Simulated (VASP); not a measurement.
# Al: single point with PBE

Crystal: Al.

```
Al
1.0
     2.76653    0.02829   -0.12262
    -1.35876    2.55569    0.13362
    -0.21218    0.14448    4.62013
Al
2
Direct
  0.66667 0.33333 0.75000
  0.33333 0.66667 0.25000
```

```yaml
Program: VASP 6.6.1
Task: single point
Functional: PBE
Potentials_or_basis: VASP PAW PBE potentials, release 64 (Al)
Cutoff: 520 eV
k_mesh: 3 × 3 × 2
Occupations: fermi-dirac, width 0.0680285 eV
Spin: no spin polarisation
Dipole_correction: no
Further_INCAR_settings: ALGO = Normal; EDIFF = 1e-06; NBANDS = 10
```

| Property | Result |
| --- | --- |
| Pressure | 1.5 GPa |
| Largest force | 0.093 eV/Å |
| Band gap on the k mesh | zero (band 3 reaches 11.83 eV, above the bottom of band 4 at 6.48 eV) |

Forces on the atoms (eV/Å):
```
Al   0.026  0.044  0.078
Al  -0.026 -0.044 -0.078
```

Stress tensor (GPa, compression positive):
```
-11.49  -0.88   1.16
 -0.88   5.89  -3.54
  1.16  -3.54  10.11
```

Levels at points of the mesh, in eV from the Fermi level:
| k point | band 1 | band 2 | band 3 | band 4 | band 5 | band 6 | band 7 |
| --- | --- | --- | --- | --- | --- | --- | --- |
| (0.00, 0.00, 0.00) | -10.82 | -4.17 | -3.79 | 9.78 | 10.14 | 11.61 | 12.30 |
| (0.00, 0.00, 0.50) | -9.09 | -9.08 | 4.12 | 4.16 | 10.79 | 10.90 | 11.67 |

Wall time 3.2 s on 1 thread of Intel Xeon 6975P-C, on a shared host, peak memory 0.14 GiB.

Caveat: the k points lie up to 0.85 Å⁻¹ apart.
